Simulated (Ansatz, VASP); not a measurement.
One calculation of Ta2Ag, two programs

```xyz
3
Lattice="1.4409 0.8319 7.5915 -1.4409 0.8319 7.5915 0.0000 -1.6638 7.5915" Properties=species:S:1:pos:R:3 pbc="T T T"
Ta    0.0000    0.0000   17.6895
Ta    0.0000    0.0000    5.0849
Ag    0.0000    0.0000    0.0000
```

Alike in both runs: functional PBE; k mesh 18 × 18 × 18; occupations gaussian, width 0.1 eV; no spin polarisation.

Ansatz relaxed the structure, and its values are those at the end. VASP's run is a single point on that final structure, the one shown.

```csv
,VASP,Ansatz
version,VASP 6.6.1,Ansatz 0.2.0
potentials or method,"VASP PAW PBE potentials, release 64 (Ta_pv, Ag), cutoff 520 eV","scalar-relativistic, plane waves, PAW"
valence electrons in the cell,33,45
```

```tsv
	VASP	Ansatz	Ansatz less VASP
gap on the k mesh at the Fermi level (eV)	none	none	-
pressure (GPa)	0.0	0.0	0.00
```

A gap of «none» marks a metal or a gap that the smearing closes. VASP's potentials hold 33 valence electrons a cell and Ansatz's 45, so a difference there can come from the potentials and not from the codes.

Spin-orbit coupling is off throughout.
